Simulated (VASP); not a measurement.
Set up this calculation in VASP 6.6.1, as the native input.

```
Task                               : single point
Functional                         : HSE06
Potentials or basis                : VASP PAW PBE potentials, release 64 (Ba_sv, S)
Cutoff                             : 520 eV
k mesh                             : 4 × 4 × 4
Occupations                        : gaussian, width 0.01 eV
Spin                               : no spin polarisation
Dipole correction                  : no
Grid for exact exchange (PRECFOCK) : Normal
Further INCAR settings             : ALGO = Normal; EDIFF = 1e-06; NBANDS = 15
Share of exact exchange            : 0.25
Screening parameter                : 0.2079 1/Å
```

BaS:

```xyz
2
Lattice="0.0000 3.2118 3.2118 3.2118 0.0000 3.2118 3.2118 3.2118 0.0000" Properties=species:S:1:pos:R:3 pbc="T T T"
Ba    0.0000    0.0000    0.0000
S     3.2118    3.2118    3.2118
```

The input as run:

POSCAR

```
BaS
1.0
    0.0000000000      3.2117958744      3.2117958744
    3.2117958744      0.0000000000      3.2117958744
    3.2117958744      3.2117958744      0.0000000000
Ba S
1 1
Direct
    0.0000000000      0.0000000000      0.0000000000
    0.5000000000      0.5000000000      0.5000000000
```

INCAR.step1

```
SYSTEM = BaS
  PREC = Accurate
  ENCUT = 520
  EDIFF = 1E-5
  ISMEAR = 0
  SIGMA = 0.01
  LREAL = .False.
  LASPH = .True.
  NELM = 80
  ALGO = Normal
  ISIF = 2
  LWAVE = .True.
  LCHARG = .False.
  GGA = PE
  NBANDS = 15
```

INCAR.step2

```
SYSTEM = BaS
  PREC = Accurate
  ENCUT = 520
  EDIFF = 1E-6
  ISMEAR = 0
  SIGMA = 0.01
  LREAL = .False.
  LASPH = .True.
  NELM = 80
  ALGO = Normal
  ISIF = 2
  LWAVE = .False.
  LCHARG = .False.
  GGA = PE
  LHFCALC = .True.
  HFSCREEN = 0.2079
  PRECFOCK = Normal
  ISTART = 1
  NBANDS = 15
```

KPOINTS

```
regular mesh
0
Gamma
  4 4 4
  0 0 0
```

Potentials or basis: VASP PAW PBE potentials, release 64 (Ba_sv, S).

Command:

```sh
$ cat potpaw_PBE.64/Ba_sv/POTCAR potpaw_PBE.64/S/POTCAR > POTCAR
$ cp INCAR.step1 INCAR
$ mpirun -np 1 vasp_std > vasp.out
$ cp INCAR.step2 INCAR
$ mpirun -np 1 vasp_std > vasp.out
```

It gave:

* Pressure: 0.2 GPa
* Band gap on the k mesh: 3.05 eV (least direct gap 3.21 eV)

Caveat: the k points lie up to 0.42 Å⁻¹ apart; the PAW data sets were made with another functional, which shifts forces and pressure a little; spin-orbit coupling is left out, which moves the levels of the heavy elements.

Run time: 20 min on 1 thread of AMD EPYC 7R13 (shared host), peak memory 0.29 GiB.
